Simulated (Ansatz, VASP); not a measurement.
**MoS in VASP and in Ansatz**

```
Mo S
1.0
     0.00000    2.55364    2.55364
     2.55364    0.00000    2.55364
     2.55364    2.55364    0.00000
Mo S
1 1
Direct
  0.50000 0.50000 0.50000
  0.00000 0.00000 0.00000
```

Alike in both runs: task single point; functional r2SCAN; k mesh 12 × 12 × 12; occupations gaussian, width 0.05 eV; collinear spin.

|  | VASP | Ansatz |
| --- | --- | --- |
| version | VASP 6.6.1 | Ansatz 0.2.0 |
| potentials or method | VASP PAW PBE potentials, release 64 (Mo_sv, S), cutoff 520 eV | scalar-relativistic, plane waves, PAW |
| valence electrons in the cell | 20 | 20 |

Ansatz gave:

```
gap on the k mesh at the Fermi level (eV)                     : none
pressure (GPa)                                                : 0.5
net moment per atom (μB)                                      : 1.33
size of the moment on the site where the two differ most (μB) : 2.00
```

**Question.** What did VASP give for the same quantities?

**Answer.** gap on the k mesh at the Fermi level (eV): none; pressure (GPa): -13.6; net moment per atom (μB): 0.00; size of the moment on the site where the two differ most (μB): 0.00.

The net moments are unlike, so the other rows may belong to different states. VASP's potentials were made for PBE, not for r2SCAN. Site moments also hang on the region over which each program counts them. A gap of «none» marks a metal or a gap that the smearing closes. Ansatz's warnings: stability check not made.
